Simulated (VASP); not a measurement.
A run of VASP 6.6.1 is set up as follows.

The input INCAR:

```
SYSTEM = Na2S
PREC = Accurate
ENCUT = 450
EDIFF = 1E-7
ISMEAR = 0
SIGMA = 0.01
LREAL = .False.
LASPH = .True.
NELM = 120
ALGO = Normal
ISIF = 2
LWAVE = .False.
LCHARG = .False.
GGA = PS
IBRION = 2
NSW = 50
EDIFFG = -0.002
GGA_COMPAT = .False.
NELMIN = 4
```

The input KPOINTS:

```
Automatic mesh
0
Gamma
  6 6 6
  0 0 0
```

Contents of POSCAR:

```
Na2S
1.0
   -0.0162531116      3.2424957570      3.2424957570
    3.2424957570     -0.0162531116      3.2424957570
    3.2424957570      3.2424957570     -0.0162531116
Na S
2 1
Direct
    0.2500000000      0.2500000000      0.2500000000
    0.7500000000      0.7500000000      0.7500000000
    0.0000000000      0.0000000000      0.0000000000
```

Potentials or basis: VASP PAW PBE potentials, release 64 (Na_pv, S).

Launch:

```bash
$ cat potpaw_PBE.64/Na_pv/POTCAR potpaw_PBE.64/S/POTCAR > POTCAR
$ mpirun -np 1 vasp_std > vasp.out
```

(1) Predict the energy gained by relaxing.

(2) Estimate the band gap on the k mesh.

Answers

(1) 0.0 meV/atom.

(2) 2.41 eV.

Caveat: the cell differs from its parent crystal (equal xy, yz and zx engineering shears of -0.5 %).
